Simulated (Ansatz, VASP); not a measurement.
## C: VASP beside Ansatz

```
CELL_PARAMETERS angstrom
0.00000 1.82465 1.73564
1.82465 0.00000 1.73564
1.82465 1.82465 0.00000
ATOMIC_POSITIONS crystal
C 0.50000 0.50000 0.50000
C 0.75000 0.75000 0.75000
```

Change from the starting cell: strain +0.025 along x and y, -0.025 along z, atoms carried along.

Alike in both runs: task single point; functional r2SCAN; k mesh 12 × 12 × 12; occupations gaussian, width 0.05 eV; no spin polarisation.

|  | VASP | Ansatz |
| --- | --- | --- |
| version | VASP 6.6.1 | Ansatz 0.2.0 |
| potentials or method | VASP PAW PBE potentials, release 64 (C), cutoff 520 eV | scalar-relativistic, plane waves, PAW |
| valence electrons in the cell | 8 | 8 |

Ansatz gave:

* gap on the k mesh at the Fermi level (eV): 3.04
* least direct gap on the mesh (eV): 4.92
* pressure (GPa): -10.3
* traceless stress, the component that is largest in VASP (GPa): 30.49

Which values does VASP return?

gap on the k mesh at the Fermi level (eV): 3.01; least direct gap on the mesh (eV): 4.88; pressure (GPa): -9.3; traceless stress, the component that is largest in VASP (GPa): 30.44.

VASP's potentials were made for PBE, not for r2SCAN. With one functional, cell and mesh, what is left measures potentials, basis and numerics.
